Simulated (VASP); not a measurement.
# Ni (Fmmm) in VASP: single point with LDA

Aim: the single point of Ni with LDA.

Everything below comes from runs of VASP 6.6.1. Logs are shortened: lines on timing, memory, paths and dates and some standing lists are left out, and cuts for length are marked.

### 1 The cell of the first run

It takes space group Fmmm (No. 69, orthorhombic). The conventional cell has a = 2.979 Å, b = 3.356 Å, c = 3.938 Å, α = 90.00°, β = 90.00°, γ = 90.00°. Ni (site symmetry mmm) has 14 Ni at 2.24 to 2.98 Å within 3.0 Å.

### 2 Single point, LDA, collinear spin, ferromagnetic start

INCAR reads:

```
SYSTEM = Ni
PREC     = Accurate       ! precision mode
ENCUT    = 520            ! plane-wave cutoff, eV
EDIFF    = 1E-6           ! SCF threshold, eV
ISMEAR   = 0              ! smearing method
SIGMA    = 0.15           ! smearing width, eV
LREAL    = .FALSE.        ! projectors in reciprocal space
LASPH    = .TRUE.         ! aspherical terms in the spheres
NELM     = 150            ! most SCF steps
ALGO     = Normal         ! electronic algorithm
ISIF     = 2              ! what is computed and relaxed
LWAVE    = .FALSE.        ! write WAVECAR
LCHARG   = .TRUE.         ! write CHGCAR
ISPIN    = 2              ! spin polarisation
MAGMOM   = 0.7            ! initial moments
LORBIT   = 11             ! projections on sites
LMAXMIX  = 4              ! l up to which the mixer works
GGA      = CA             ! functional
LELF     = .TRUE.         ! ELF
LVHAR    = .TRUE.       
NBANDS   = 15             ! bands
```

KPOINTS reads:

```
Automatic mesh
0
G
  22 22 22
  0 0 0
```

POSCAR reads:

```
Ni
1.0
    0.0000000000      1.6778835112      1.9689449366
    1.4895496477      0.0000000000      1.9689449366
    1.4895496477      1.6778835112      0.0000000000
Ni
1
Direct
    0.0000000000      0.0000000000      0.0000000000
```

Potentials or basis: VASP PAW LDA potentials, release 64 (Ni).

Command:

```console
$ cat potpaw_LDA.64/Ni/POTCAR > POTCAR
$ mpirun -np 1 vasp_std > vasp.out
```

OUTCAR:

```text
SYSTEM = Ni
   PREC = Accurate
   ENCUT = 520
   EDIFF = 1E-6
   ISMEAR = 0
   LREAL = .FALSE.
   LASPH = .TRUE.
   NELM = 150
   ISIF = 2
   ISPIN = 2
   LORBIT = 11
   GGA = CA

 ion  position               nearest neighbor table
   1  0.000  0.000  0.000-

  LATTYP: Found a face centered orthorhombic cell.
 ALAT       =     2.9790992954
 B/A-ratio  =     1.1264367816
 C/A-ratio  =     1.3218390804

  Lattice vectors:

 A1 = (   0.0000000000,   1.6778835112,   1.9689449366)
 A2 = (   1.4895496477,   0.0000000000,   1.9689449366)
 A3 = (   1.4895496477,   1.6778835112,   0.0000000000)

Analysis of symmetry for initial positions (statically):
=====================================================================
 Subroutine PRICEL returns:
 Original cell was already a primitive cell.

 Routine SETGRP: Setting up the symmetry group for a
 face centered orthorhombic supercell.

 Subroutine GETGRP returns: Found  8 space group operations
 (whereof  8 operations were pure point group operations)
 out of a pool of  8 trial point group operations.

The static configuration has the point symmetry D_2h.

Analysis of symmetry for dynamics (positions and initial velocities):
=====================================================================
 Subroutine PRICEL returns:
 Original cell was already a primitive cell.

 Routine SETGRP: Setting up the symmetry group for a
 face centered orthorhombic supercell.

 Subroutine GETGRP returns: Found  8 space group operations
 (whereof  8 operations were pure point group operations)
 out of a pool of  8 trial point group operations.

The dynamic configuration has the point symmetry D_2h.

Analysis of structural, dynamic, and magnetic symmetry:
=====================================================================
 Subroutine PRICEL returns:
 Original cell was already a primitive cell.

 Routine SETGRP: Setting up the symmetry group for a
 face centered orthorhombic supercell.

 Subroutine GETGRP returns: Found  8 space group operations
 (whereof  8 operations were pure point group operations)
 out of a pool of  8 trial point group operations.

The overall configuration has the point symmetry D_2h.

 Subroutine INISYM returns: Found  8 space group operations
 (whereof  8 operations are pure point group operations),
 and found     1 'primitive' translations

----------------------------------------------------------------------------------------

                                     Primitive cell

  volume of cell :       9.8419

  direct lattice vectors                    reciprocal lattice vectors
     0.000000000  1.677883511  1.968944937    -0.335671927  0.297994465  0.253943110
     1.489549648  0.000000000  1.968944937     0.335671927 -0.297994465  0.253943110
     1.489549648  1.677883511  0.000000000     0.335671927  0.297994465 -0.253943110

  length of vectors
     2.586897223  2.468907110  2.243669145     0.515716440  0.515716440  0.515716440

  position of ions in fractional coordinates (direct lattice)
     0.000000000  0.000000000  0.000000000

  ion indices of the primitive-cell ions
   primitive index   ion index
                 1           1

----------------------------------------------------------------------------------------

 KPOINTS: Automatic mesh

Automatic generation of k-mesh.
 Grid dimensions read from file:
 generate k-points for:   22   22   22

 Generating k-lattice:

  Cartesian coordinates                     Fractional coordinates (reciprocal lattice)
    -0.015257815  0.013545203  0.011542869     0.045454545  0.000000000  0.000000000
     0.015257815 -0.013545203  0.011542869     0.000000000  0.045454545  0.000000000
     0.015257815  0.013545203 -0.011542869     0.000000000  0.000000000  0.045454545

  Length of vectors
     0.023441656  0.023441656  0.023441656

  Shift w.r.t. Gamma in fractional coordinates (k-lattice)
     0.000000000  0.000000000  0.000000000

 Subroutine IBZKPT returns following result:
 ===========================================

 Found   1530 irreducible k-points:

 Following reciprocal coordinates:
            Coordinates               Weight
  0.000000  0.000000  0.000000      1.000000
  0.045455  0.000000 -0.000000      8.000000
  0.090909  0.000000 -0.000000      8.000000
  0.136364  0.000000 -0.000000      8.000000
  0.181818  0.000000  0.000000      8.000000
  0.227273  0.000000  0.000000      8.000000
[... 16 lines left out ...]
  0.500000  0.045455  0.000000      8.000000
 -0.454545  0.045455 -0.000000      8.000000
 [... further k-points ...]
   k-points           NKPTS =   1530   k-points in BZ     NKDIM =   1530   number of bands    NBANDS=     15
   number of dos      NEDOS =    301   number of ions     NIONS =      1
   total plane-waves  NPLWV =   6480
   dimension x,y,z NGX =    20 NGY =   18 NGZ =   18
   dimension x,y,z NGXF=    40 NGYF=   36 NGZF=   36
   ions per type =               1
   NGX,Y,Z   is equivalent  to a cutoff of  12.85, 12.12, 13.34 a.u.
   NGXF,Y,Z  is equivalent  to a cutoff of  25.71, 24.24, 26.67 a.u.
 SYSTEM =  Ni
   PREC   = accura    normal or accurate (medium, high low for compatibility)
   ISTART =      0    job   : 0-new  1-cont  2-samecut
   ICHARG =      2    charge: 1-file 2-atom 10-const
   ISPIN  =      2    spin polarized calculation?
   LNONCOLLINEAR =      F non collinear calculations
   LSORBIT =      F    spin-orbit coupling
   LASPH  =      T    aspherical Exc in radial PAW
   ENCUT  =  520.0 eV  38.22 Ry    6.18 a.u.   4.81  4.59  4.17*2*pi/ulx,y,z
   NELM   =    150;   NELMIN=  2; NELMDL= -5     # of ELM steps
   EDIFF  = 0.1E-05   stopping-criterion for ELM
   LREAL  =      F    real-space projection
   EDIFFG = 0.1E-04   stopping-criterion for IOM
   NSW    =      0    number of steps for IOM
   IBRION =     -1    ionic relax: 0-MD 1-quasi-New 2-CG
   NFREE  =      0    steps in history (QN), initial steepest desc. (CG)
   ISIF   =      2    stress and relaxation
   ISYM   =      2    0-nonsym 1-usesym 2-fastsym
   POTIM  = 0.5000    time-step for ionic-motion
   TEBEG  =    0.0;   TEEND  =   0.0 temperature during run
   PSTRESS=    0.0 pullay stress
   NELECT =      10.0000    total number of electrons
   NUPDOWN=      -1.0000    fix difference up-down
   EMIN   =  10.00;   EMAX   =-10.00  energy-range for DOS
   EFERMI =   0.00;   METHOD = LEGACY
   ISMEAR =     0;   SIGMA  =   0.15  broadening in eV -4-tet -1-fermi 0-gaus
   EFERMI_NEDOS =   21; number of points for ismear=-14 and -15
   IALGO  =     38    algorithm
   IMIX   =      4    mixing-type and parameters
     AMIX     =   0.40;   BMIX     =  1.00
     AMIX_MAG =   1.60;   BMIX_MAG =  1.00
  volume/ion in A,a.u.               =       9.84        66.42
  Fermi-wavevector in a.u.,A,eV,Ry     =   1.645816  3.110142 36.854258  2.708712
  Thomas-Fermi vector in A             =   2.735550
   LORBIT       =     11    0 simple, 1 ext, 2 COOP (PROOUT), +10 PAW based schemes
   GGA     = CA    functional components
   LHFCALC =     F    Hartree Fock is set to
   AEXX    =    0.0000 exact exchange contribution
   IVDW    =     0    specifies the selected vdW correction
   LEPSILON=     F    determine dielectric tensor
   LRPA    =     F    only Hartree local field effects (RPA)
 spin polarized calculation
 Gauss-broadening in eV      SIGMA  =   0.15
  energy-cutoff  :      520.00
  volume of cell :        9.84
 maximum number of plane-waves:       278
   NGX =  9   NGY =  9   NGZ =  9

 number of electron      10.0000005 magnetization       0.4146227

 Free energy of the ion-electron system (eV)
  ---------------------------------------------------
  ext. energy  EPLUGINS =         0.00000000
  ---------------------------------------------------
  free energy    TOTEN  =        -6.41354956 eV

  energy without entropy =       -6.39205591  energy(sigma->0) =       -6.40280274

 E-fermi :  10.4570     XC(G=0): -14.2050

 val. band max:       10.4566604721   @ k =  -0.4545   0.1364   0.0000
 cond. band min:      10.4577768025   @ k =  -0.2273   0.1364   0.1818
 fundamental gap:      0.0011163304
 Fermi energy:        10.4569507637

 spin component 1

 k-point     1 :       0.0000    0.0000    0.0000
  band No.  band energies     occupation
      1       0.8561      1.00000
      2       7.0678      1.00000
      3       8.2498      1.00000
      4       8.5232      1.00000
      5       9.0654      1.00000
      6      10.0079      0.99999
      7      36.4098      0.00000
      8      36.7014      0.00000
      9      40.0652      0.00000
     10      42.3139      0.00000
     11      42.3669      0.00000
     12      43.1140      0.00000
     13      43.8237      0.00000
     14      43.9473      0.00000
     15      45.0313      0.00000
[... 397 lines left out ...]
 k-point    24 :      -0.4545    0.0455   -0.0000
  band No.  band energies     occupation
      1       5.3333      1.00000
      2       7.1756      1.00000
      3       8.9310      1.00000
      4       9.5860      1.00000
      5       9.9995      0.99999
      6      11.0556      0.00000
      7      17.5647      0.00000
      8      28.8537      0.00000
      9      36.3188      0.00000
     10      36.9538      0.00000
     11      42.6284      0.00000
     12      43.7073      0.00000
     13      49.7959      0.00000
     14      54.6873      0.00000
     15      56.7687      0.00000

 [... further k-points ...]

 spin component 2

 k-point     1 :       0.0000    0.0000    0.0000
  band No.  band energies     occupation
      1       0.8980      1.00000
      2       7.4514      1.00000
      3       8.6356      1.00000
      4       8.9604      1.00000
      5       9.4754      1.00000
      6      10.4239      0.62225
      7      36.4134      0.00000
      8      36.7012      0.00000
      9      40.1155      0.00000
     10      42.3732      0.00000
     11      42.4596      0.00000
     12      43.1861      0.00000
     13      43.9734      0.00000
     14      44.0680      0.00000
     15      45.1889      0.00000
[... 397 lines left out ...]
 k-point    24 :      -0.4545    0.0455   -0.0000
  band No.  band energies     occupation
      1       5.5888      1.00000
      2       7.5462      1.00000
      3       9.3247      1.00000
      4       9.8061      1.00000
      5      10.4184      0.64197
      6      11.3499      0.00000
      7      17.8180      0.00000
      8      28.9176      0.00000
      9      36.3898      0.00000
     10      37.0615      0.00000
     11      42.7228      0.00000
     12      43.7764      0.00000
     13      49.8953      0.00000
     14      54.8899      0.00000
     15      57.5788      0.00000

 [... further k-points ...]
[... 5 lines left out ...]
  --------------------------------------------------------------------------------------
  -------------------------------------------------------------------------------------
  Total        1.2904181      1.5322452     -1.0256874      0.0000000      0.0000000      0.0000000
  in kB      210.0683726    249.4356358   -166.9726079      0.0000000      0.0000000      0.0000000
  external PRESSURE =      97.5104668 kB  Pullay stress =       0.0000000 kB

 VOLUME and BASIS-vectors are now :
 -----------------------------------------------------------------------------
  energy-cutoff  :      520.00
  volume of cell :        9.84
      direct lattice vectors                 reciprocal lattice vectors
     0.000000000  1.677883511  1.968944937    -0.335671927  0.297994465  0.253943110
     1.489549648  0.000000000  1.968944937     0.335671927 -0.297994465  0.253943110
     1.489549648  1.677883511  0.000000000     0.335671927  0.297994465 -0.253943110

 POSITION                                       TOTAL-FORCE (eV/Angst)
 -----------------------------------------------------------------------------------
      0.00000      0.00000      0.00000         0.000000      0.000000      0.000000
 -----------------------------------------------------------------------------------
    total drift:                                0.000000     -0.000000     -0.000000

  FREE ENERGIE OF THE ION-ELECTRON SYSTEM (eV)
  ---------------------------------------------------
  free  energy   TOTEN  =        -6.4135495636 eV

  energy  without entropy=       -6.3920559119  energy(sigma->0) =       -6.40280274

 total charge

# of ion       s       p       d       tot
------------------------------------------
    1        0.544   0.586   8.408   9.538

 magnetization (x)

# of ion       s       p       d       tot
------------------------------------------
    1       -0.002  -0.010   0.425   0.413
```

It took 3 min on 1 thread of Intel Xeon 6975P-C (Granite Rapids), shared host; peak memory 0.41 GiB.

Results:

```yaml
Free_energy: -6.4135 eV
Pressure: 9.8 GPa
Net_moment: 0.41 μB per cell
Site_moments: Ni +0.41 μB
Valence_electrons_inside_the_program's_atomic_spheres: Ni 9.54
```

Stress tensor (GPa, compression positive):
```
 21.01   0.00   0.00
  0.00  24.94   0.00
  0.00   0.00 -16.70
```

Caveat: the cell differs from its parent crystal (strain +e along x and -e along y -0.0550, strain +e along z and -e/2 along x and y +0.1500).
